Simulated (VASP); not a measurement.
Sc2AlP3: single point with PBE

The system is Sc2AlP3.

```
Sc Al P
1.0
     3.83241    0.00000    0.00000
     0.00000    3.83241    0.00000
     0.00000    0.00000    8.88360
Sc Al P
2 1 3
Direct
  0.00000 0.50000 0.68977
  0.50000 0.00000 0.31023
  0.00000 0.00000 0.00000
  0.50000 0.50000 0.88066
  0.50000 0.50000 0.11934
  0.50000 0.50000 0.50000
```

The cell was generated, and may not be a known phase.

```yaml
Program: VASP 6.6.1
Task: single point
Functional: PBE
Potentials_or_basis: VASP PAW PBE potentials, release 64 (Sc_sv, Al, P)
Cutoff: 520 eV
k_mesh: 10 × 10 × 4
Occupations: gaussian, width 0.1 eV
Spin: no spin polarisation
```

| Property | Result |
| --- | --- |
| Pressure | 0.0 GPa |
| Largest force | 0.075 eV/Å |
| Band gap on the k mesh | zero (bands 20 and 21 overlap by 1.12 eV) |

Forces in eV/Å, atoms in the order of the input:
```
Sc   0.000  0.000 -0.004
Sc   0.000  0.000  0.004
Al   0.000  0.000  0.000
P    0.000  0.000  0.075
P    0.000  0.000 -0.075
P    0.000  0.000  0.000
```

Levels at points of the mesh, in eV from the Fermi level:
```csv
k point,band 18,band 19,band 20,band 21,band 22,band 23
"(0.00, 0.00, 0.00)",-1.43,-0.54,-0.33,-0.33,-0.08,0.96
"(0.50, 0.00, 0.00)",-1.40,0.11,0.49,0.69,1.28,1.34
"(0.50, 0.50, 0.00)",-2.28,-2.28,-2.01,-0.57,0.30,1.78
"(0.00, 0.00, 0.50)",-1.19,-1.10,-0.21,-0.14,-0.14,0.24
"(0.50, 0.00, 0.50)",-0.89,-0.30,0.08,0.36,1.04,1.44
"(0.50, 0.50, 0.50)",-1.87,-1.40,-1.40,-0.63,0.49,1.00
```

Run time: 2.4 min on 1 thread of AMD EPYC 9R45 96-Core Processor (Zen 5), with other jobs on the host, peak memory 0.34 GiB.
